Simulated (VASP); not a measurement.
# Ag (Im-3m) in VASP: notebook, part 2 of 2

VASP 6.6.1. The steps go on from the part before.

## Step 3: Single point, PBEsol (strain +0.040 along x and y, +0.040 along z)

File INCAR:

```
PREC = Accurate
ENCUT = 520
EDIFF = 1E-6
ISMEAR = 0
SIGMA = 0.15
LREAL = F
LASPH = T
NELM = 100
ALGO = Normal
ISIF = 2
LWAVE = F
LCHARG = F
GGA = PS
NBANDS = 12
```

File KPOINTS:

```
regular mesh
0
Gamma
  20 20 20
```

File POSCAR:

```
Ag
1.0
   -1.7218801600      1.7218801600      1.7218801600
    1.7218801600     -1.7218801600      1.7218801600
    1.7218801600      1.7218801600     -1.7218801600
Ag
1
Direct
    0.0000000000      0.0000000000      0.0000000000
```

Potentials or basis: VASP PAW PBE potentials, release 64 (Ag).

Run with:

```console
$ cat potpaw_PBE.64/Ag/POTCAR > POTCAR
$ mpirun -np 1 vasp_std > vasp.out
```

OUTCAR:

```text
PREC = Accurate
   ENCUT = 520
   EDIFF = 1E-6
   ISMEAR = 0
   LREAL = F
   LASPH = T
   NELM = 100
   ISIF = 2
   GGA = PS

 ion  position               nearest neighbor table
   1  0.000  0.000  0.000-

  LATTYP: Found a body centered cubic cell.
 ALAT       =     3.4437603200

  Lattice vectors:

 A1 = (  -1.7218801600,   1.7218801600,   1.7218801600)
 A2 = (   1.7218801600,  -1.7218801600,   1.7218801600)
 A3 = (   1.7218801600,   1.7218801600,  -1.7218801600)

Analysis of symmetry for initial positions (statically):
=====================================================================
 Subroutine PRICEL returns:
 Original cell was already a primitive cell.

 Routine SETGRP: Setting up the symmetry group for a
 body centered cubic supercell.

 Subroutine GETGRP returns: Found 48 space group operations
 (whereof 48 operations were pure point group operations)
 out of a pool of 48 trial point group operations.

The static configuration has the point symmetry O_h .

Analysis of symmetry for dynamics (positions and initial velocities):
=====================================================================
 Subroutine PRICEL returns:
 Original cell was already a primitive cell.

 Routine SETGRP: Setting up the symmetry group for a
 body centered cubic supercell.

 Subroutine GETGRP returns: Found 48 space group operations
 (whereof 48 operations were pure point group operations)
 out of a pool of 48 trial point group operations.

The dynamic configuration has the point symmetry O_h .

 Subroutine INISYM returns: Found 48 space group operations
 (whereof 48 operations are pure point group operations),
 and found     1 'primitive' translations

----------------------------------------------------------------------------------------

                                     Primitive cell

  volume of cell :      20.4206

  direct lattice vectors                    reciprocal lattice vectors
    -1.721880160  1.721880160  1.721880160     0.000000000  0.290380255  0.290380255
     1.721880160 -1.721880160  1.721880160     0.290380255  0.000000000  0.290380255
     1.721880160  1.721880160 -1.721880160     0.290380255  0.290380255  0.000000000

  length of vectors
     2.982383922  2.982383922  2.982383922     0.410659695  0.410659695  0.410659695

  position of ions in fractional coordinates (direct lattice)
     0.000000000  0.000000000  0.000000000

  ion indices of the primitive-cell ions
   primitive index   ion index
                 1           1

----------------------------------------------------------------------------------------

 KPOINTS: regular mesh

Automatic generation of k-mesh.
 Grid dimensions read from file:
 generate k-points for:   20   20   20

 Generating k-lattice:

  Cartesian coordinates                     Fractional coordinates (reciprocal lattice)
     0.000000000  0.014519013  0.014519013     0.050000000  0.000000000  0.000000000
     0.014519013  0.000000000  0.014519013     0.000000000  0.050000000  0.000000000
     0.014519013  0.014519013  0.000000000     0.000000000  0.000000000  0.050000000

  Length of vectors
     0.020532985  0.020532985  0.020532985

  Shift w.r.t. Gamma in fractional coordinates (k-lattice)
     0.000000000  0.000000000  0.000000000

 Subroutine IBZKPT returns following result:
 ===========================================

 Found    256 irreducible k-points:

 Following reciprocal coordinates:
            Coordinates               Weight
  0.000000  0.000000  0.000000      1.000000
  0.050000  0.000000  0.000000     12.000000
  0.100000  0.000000  0.000000     12.000000
  0.150000  0.000000  0.000000     12.000000
  0.200000  0.000000  0.000000     12.000000
  0.250000  0.000000  0.000000     12.000000
[... 16 lines left out ...]
  0.200000  0.100000 -0.000000     48.000000
  0.250000  0.100000  0.000000     48.000000
 [... further k-points ...]
   k-points           NKPTS =    256   k-points in BZ     NKDIM =    256   number of bands    NBANDS=     12
   number of dos      NEDOS =    301   number of ions     NIONS =      1
   total plane-waves  NPLWV =  13824
   dimension x,y,z NGX =    24 NGY =   24 NGZ =   24
   dimension x,y,z NGXF=    48 NGYF=   48 NGZF=   48
   ions per type =               1
   NGX,Y,Z   is equivalent  to a cutoff of  13.38, 13.38, 13.38 a.u.
   NGXF,Y,Z  is equivalent  to a cutoff of  26.76, 26.76, 26.76 a.u.
 SYSTEM =  unknown system
   PREC   = accura    normal or accurate (medium, high low for compatibility)
   ISTART =      0    job   : 0-new  1-cont  2-samecut
   ICHARG =      2    charge: 1-file 2-atom 10-const
   ISPIN  =      1    spin polarized calculation?
   LNONCOLLINEAR =      F non collinear calculations
   LSORBIT =      F    spin-orbit coupling
   LASPH  =      T    aspherical Exc in radial PAW
   ENCUT  =  520.0 eV  38.22 Ry    6.18 a.u.   5.55  5.55  5.55*2*pi/ulx,y,z
   NELM   =    100;   NELMIN=  2; NELMDL= -5     # of ELM steps
   EDIFF  = 0.1E-05   stopping-criterion for ELM
   LREAL  =      F    real-space projection
   EDIFFG = 0.1E-04   stopping-criterion for IOM
   NSW    =      0    number of steps for IOM
   IBRION =     -1    ionic relax: 0-MD 1-quasi-New 2-CG
   NFREE  =      0    steps in history (QN), initial steepest desc. (CG)
   ISIF   =      2    stress and relaxation
   ISYM   =      2    0-nonsym 1-usesym 2-fastsym
   POTIM  = 0.5000    time-step for ionic-motion
   TEBEG  =    0.0;   TEEND  =   0.0 temperature during run
   PSTRESS=    0.0 pullay stress
   NELECT =      11.0000    total number of electrons
   NUPDOWN=      -1.0000    fix difference up-down
   EMIN   =  10.00;   EMAX   =-10.00  energy-range for DOS
   EFERMI =   0.00;   METHOD = LEGACY
   ISMEAR =     0;   SIGMA  =   0.15  broadening in eV -4-tet -1-fermi 0-gaus
   EFERMI_NEDOS =   21; number of points for ismear=-14 and -15
   IALGO  =     38    algorithm
   IMIX   =      4    mixing-type and parameters
     AMIX     =   0.40;   BMIX     =  1.00
     AMIX_MAG =   1.60;   BMIX_MAG =  1.00
  volume/ion in A,a.u.               =      20.42       137.81
  Fermi-wavevector in a.u.,A,eV,Ry     =   1.332037  2.517184 24.141108  1.774321
  Thomas-Fermi vector in A             =   2.461002
   LORBIT       =      0    0 simple, 1 ext, 2 COOP (PROOUT), +10 PAW based schemes
   GGA     = PS    functional components
   LHFCALC =     F    Hartree Fock is set to
   AEXX    =    0.0000 exact exchange contribution
   IVDW    =     0    specifies the selected vdW correction
   LEPSILON=     F    determine dielectric tensor
   LRPA    =     F    only Hartree local field effects (RPA)
 non-spin polarized calculation
 Gauss-broadening in eV      SIGMA  =   0.15
  energy-cutoff  :      520.00
  volume of cell :       20.42
 maximum number of plane-waves:       567
 NGX is ok and might be reduce to    24
   NGX = 11   NGY = 11   NGZ = 11

 number of electron      11.0000005 magnetization

 Free energy of the ion-electron system (eV)
  ---------------------------------------------------
  ext. energy  EPLUGINS =         0.00000000
  ---------------------------------------------------
  free energy    TOTEN  =        -3.08775954 eV

  energy without entropy =       -3.08372012  energy(sigma->0) =       -3.08573983

 E-fermi :   5.9763     XC(G=0): -11.3674

 val. band max:        5.9482566048   @ k =   0.3500   0.1000   0.0500
 cond. band min:       6.0020983484   @ k =  -0.3500   0.4000   0.2000
 fundamental gap:      0.0538417436
 Fermi energy:         5.9762952404

 k-point     1 :       0.0000    0.0000    0.0000
  band No.  band energies     occupation
      1      -0.6168      2.00000
      2       1.6810      2.00000
      3       1.6810      2.00000
      4       1.6810      2.00000
      5       2.6795      2.00000
      6       2.6795      2.00000
      7      23.1865      0.00000
      8      23.1865      0.00000
      9      23.1865      0.00000
     10      26.9266      0.00000
     11      26.9266      0.00000
     12      26.9266      0.00000

 k-point     2 :       0.0500    0.0000    0.0000
  band No.  band energies     occupation
      1      -0.5448      2.00000
      2       1.6661      2.00000
      3       1.6841      2.00000
      4       1.7168      2.00000
      5       2.6634      2.00000
      6       2.6805      2.00000
      7      22.9076      0.00000
      8      23.1431      0.00000
      9      23.2070      0.00000
     10      26.1284      0.00000
     11      26.2412      0.00000
     12      26.4513      0.00000
[... 316 lines left out ...]
 k-point    24 :       0.2500    0.1000    0.0000
  band No.  band energies     occupation
      1       0.8804      2.00000
      2       1.3362      2.00000
      3       2.1576      2.00000
      4       2.5050      2.00000
      5       2.7582      2.00000
      6       3.4330      2.00000
      7      14.8608      0.00000
      8      18.3670      0.00000
      9      20.2546      0.00000
     10      23.9656      0.00000
     11      26.3579      0.00000
     12      26.9746      0.00000

 [... further k-points ...]
[... 5 lines left out ...]
  --------------------------------------------------------------------------------------
  -------------------------------------------------------------------------------------
  Total       -1.6466154     -1.6466154     -1.6466154      0.0000000     -0.0000000     -0.0000000
  in kB     -129.1915196   -129.1915196   -129.1915196      0.0000000     -0.0000000     -0.0000000
  external PRESSURE =    -129.1915196 kB  Pullay stress =       0.0000000 kB

 VOLUME and BASIS-vectors are now :
 -----------------------------------------------------------------------------
  energy-cutoff  :      520.00
  volume of cell :       20.42
      direct lattice vectors                 reciprocal lattice vectors
    -1.721880160  1.721880160  1.721880160     0.000000000  0.290380255  0.290380255
     1.721880160 -1.721880160  1.721880160     0.290380255  0.000000000  0.290380255
     1.721880160  1.721880160 -1.721880160     0.290380255  0.290380255  0.000000000

 POSITION                                       TOTAL-FORCE (eV/Angst)
 -----------------------------------------------------------------------------------
      0.00000      0.00000      0.00000         0.000000      0.000000      0.000000
 -----------------------------------------------------------------------------------
    total drift:                                0.000000      0.000000      0.000000

  FREE ENERGIE OF THE ION-ELECTRON SYSTEM (eV)
  ---------------------------------------------------
  free  energy   TOTEN  =        -3.0877595405 eV

  energy  without entropy=       -3.0837201229  energy(sigma->0) =       -3.08573983
```

OSZICAR:

```text
N       E                     dE             d eps       ncg     rms          rms(c)
DAV:   1     0.509138553254E+02    0.50914E+02   -0.53887E+03  6240   0.809E+02
DAV:   2    -0.256003163774E+01   -0.53474E+02   -0.50325E+02  7072   0.185E+02
DAV:   3    -0.335753512937E+01   -0.79750E+00   -0.79696E+00  7224   0.245E+01
DAV:   4    -0.335996219394E+01   -0.24271E-02   -0.24270E-02  6908   0.141E+00
DAV:   5    -0.335998346411E+01   -0.21270E-04   -0.21270E-04  7076   0.122E-01    0.368E+00
DAV:   6    -0.309400801984E+01    0.26598E+00   -0.12617E+00  6528   0.957E+00    0.238E+00
DAV:   7    -0.309002156392E+01    0.39865E-02   -0.36215E-03  6688   0.656E-01    0.139E+00
DAV:   8    -0.308774769924E+01    0.22739E-02   -0.60975E-04  6920   0.201E-01    0.340E-02
DAV:   9    -0.308775739976E+01   -0.97005E-05   -0.94213E-06  6824   0.231E-02    0.876E-03
DAV:  10    -0.308775952622E+01   -0.21265E-05   -0.13577E-06  7012   0.114E-02    0.130E-03
DAV:  11    -0.308775954048E+01   -0.14259E-07   -0.24919E-08  3340   0.129E-03
   1 F= -.30877595E+01 E0= -.30857398E+01  d E =-.403942E-02
```

stdout:

```text
POSCAR found type information on POSCAR Ag
 POSCAR found :  1 types and       1 ions
 scaLAPACK will be used
 -----------------------------------------------------------------------------
|                                                                             |
|                                                                             |
|     You enforced a specific xc type in the INCAR file but a different       |
|     I HOPE YOU KNOW WHAT YOU ARE DOING!                                     |
|                                                                             |
 -----------------------------------------------------------------------------

 LDA part: xc-table for (Slater+PW92), standard interpolation
 POSCAR, INCAR and KPOINTS ok, starting setup
 FFT: planning ... GRIDC
 FFT: planning ... GRID_SOFT
 FFT: planning ... GRID
 WAVECAR not read
 entering main loop
```

It took 16 s on 1 thread of Intel Xeon 6975P-C (Granite Rapids), shared host; peak memory 0.18 GiB.

What came out:

```
Free energy : -3.0878 eV
Pressure    : -12.9 GPa
```

Caveat: the cell differs from its parent crystal (strain +0.040 along x and y, +0.040 along z); the PAW data sets were made with another functional, which shifts forces and pressure a little.
